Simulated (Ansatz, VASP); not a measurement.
# AgCl in VASP and in Ansatz

```
CELL_PARAMETERS angstrom
3.39963 0.00000 0.00000
0.00000 3.39963 0.00000
0.00000 0.00000 3.43397
ATOMIC_POSITIONS crystal
Ag 0.00000 0.00000 0.00000
Cl 0.50000 0.50000 0.50000
```

Change from the starting cell: equal xx and yy strain of -1 %.

Alike in both runs: task single point; functional PBEsol; k mesh 9 × 9 × 9; occupations fermi-dirac, width 0.01 eV; no spin polarisation.

```csv
,VASP,Ansatz
version,VASP 6.6.1,Ansatz 0.2.0
potentials or method,"VASP PAW PBE potentials, release 64 (Ag, Cl), cutoff 520 eV","all-electron LAPW, scalar-relativistic"
```

```tsv
	VASP	Ansatz	Ansatz less VASP
gap on the k mesh at the Fermi level (eV)	0.44	0.44	+0.001
pressure (GPa)	-3.9	-3.8	+0.10
traceless stress, the component that is largest in VASP (GPa)	-0.32	-0.32	+0.001
```

VASP's potentials were made for PBE, not for PBEsol. Ansatz ran all-electron here, and VASP with PAW potentials.
